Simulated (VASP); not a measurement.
Wanted: the native input for a VASP 6.6.1 run.

```
Task                   : single point
Functional             : PBE
Potentials or basis    : VASP PAW PBE potentials, release 64 (Cd, Te)
Cutoff                 : 520 eV
k mesh                 : 5 × 5 × 5
Occupations            : gaussian, width 0.01 eV
Spin                   : no spin polarisation
Dipole correction      : no
Further INCAR settings : ALGO = Normal; EDIFF = 1e-06; NBANDS = 16
```

The structure of CdTe lies in POSCAR:

```
CdTe
1.0
    0.0000000000      3.2799012430      3.2799012430
    3.2799012430      0.0000000000      3.2799012430
    3.2799012430      3.2799012430      0.0000000000
Cd Te
1 1
Direct
    0.0000000000      0.0000000000      0.0000000000
    0.2500000000      0.2500000000      0.2500000000
```

The input as run:

INCAR

```
SYSTEM = CdTe
ALGO = Normal ; EDIFF = 1E-6
ENCUT = 520 ; GGA = PE
ISIF = 2 ; ISMEAR = 0
LASPH = .TRUE. ; LCHARG = .FALSE.
LREAL = .FALSE. ; LWAVE = .FALSE.
NBANDS = 16 ; NELM = 60
PREC = Accurate ; SIGMA = 0.01
```

KPOINTS

```
k-points
0
G
  5 5 5
  0 0 0
```

Potentials or basis: VASP PAW PBE potentials, release 64 (Cd, Te).

The run is started by

```bash
$ cat potpaw_PBE.64/Cd/POTCAR potpaw_PBE.64/Te/POTCAR > POTCAR
$ mpirun -np 1 vasp_std > vasp.out
```

It gave:

```yaml
Pressure: 1.2 GPa
Band_gap_on_the_k_mesh: 0.66 eV, direct
```

Caveat: spin-orbit coupling is left out, which moves the levels of the heavy elements.

It took 11 s on 1 thread of Intel Xeon 6975P-C (shared host), peak memory 0.2 GiB.
